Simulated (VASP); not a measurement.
Input of a VASP 6.6.1 run:

The input INCAR:

```
ALGO     = Normal         # electronic algorithm
EDIFF    = 1E-6           # SCF threshold, eV
ENCUT    = 520            # plane-wave cutoff, eV
GGA      = CA             # functional
ISIF     = 2              # what is computed and relaxed
ISMEAR   = 0              # smearing method
LASPH    = T              # aspherical terms in the spheres
LCHARG   = F              # write CHGCAR
LREAL    = F              # projectors in reciprocal space
LWAVE    = F              # write WAVECAR
NBANDS   = 17             # bands
NELM     = 80             # most SCF steps
PREC     = Accurate       # precision mode
SIGMA    = 0.01           # smearing width, eV
```

Contents of KPOINTS:

```
k-points
0
Gamma
  8 8 8
```

POSCAR

```
SnSe
1.0
    0.0000000000      2.9264877525      2.9264877525
    2.9264877525      0.0000000000      2.9264877525
    2.9264877525      2.9264877525      0.0000000000
Sn Se
1 1
Direct
    0.0000000000      0.0000000000      0.0000000000
    0.5000000000      0.5000000000      0.5000000000
```

Potentials or basis: VASP PAW LDA potentials, release 64 (Sn_d, Se).

Command:

```console
$ cat potpaw_LDA.64/Sn_d/POTCAR potpaw_LDA.64/Se/POTCAR > POTCAR
$ mpirun -np 1 vasp_std > vasp.out
```

(1) Predict the pressure.

(2) What does it give for the band gap on the k mesh?

## Answers

(1) 1.4 GPa.

(2) 0.74 eV (least direct gap 0.93 eV).

Caveat: spin-orbit coupling is left out, which moves the levels of the heavy elements.
